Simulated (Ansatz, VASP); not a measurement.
## Two plane-wave programs on SrTeO

```
Sr Te O
1.0
    -2.31364    2.31364    4.55153
     2.31364   -2.31364    4.55153
     2.31364    2.31364   -4.55153
Sr Te O
1 1 1
Direct
  0.89463 0.89463 0.00000
  0.44581 0.44581 0.00000
  0.65956 0.65956 0.00000
```

Alike in both runs: task single point; functional LDA; k mesh 8 × 8 × 8; occupations gaussian, width 0.01 eV; no spin polarisation.

|  | VASP | Ansatz |
| --- | --- | --- |
| version | VASP 6.6.1 | Ansatz 0.2.0 |
| potentials or method | VASP PAW LDA potentials, release 64 (Sr_sv, Te, O), cutoff 520 eV | scalar-relativistic, plane waves, PAW |
| valence electrons in the cell | 22 | 32 |

VASP gave:

* gap on the k mesh at the Fermi level (eV): 0.92
* least direct gap on the mesh (eV): 0.93

Question: What did Ansatz give for the same quantities?

Answer: gap on the k mesh at the Fermi level (eV): 0.94; least direct gap on the mesh (eV): 0.94.

LDA's correlation is that of Perdew and Zunger in VASP and of Perdew and Wang (1992) in Ansatz. VASP's potentials hold 22 valence electrons a cell and Ansatz's 32, so a difference there can come from the potentials and not from the codes.

Neither program's run includes spin-orbit coupling.
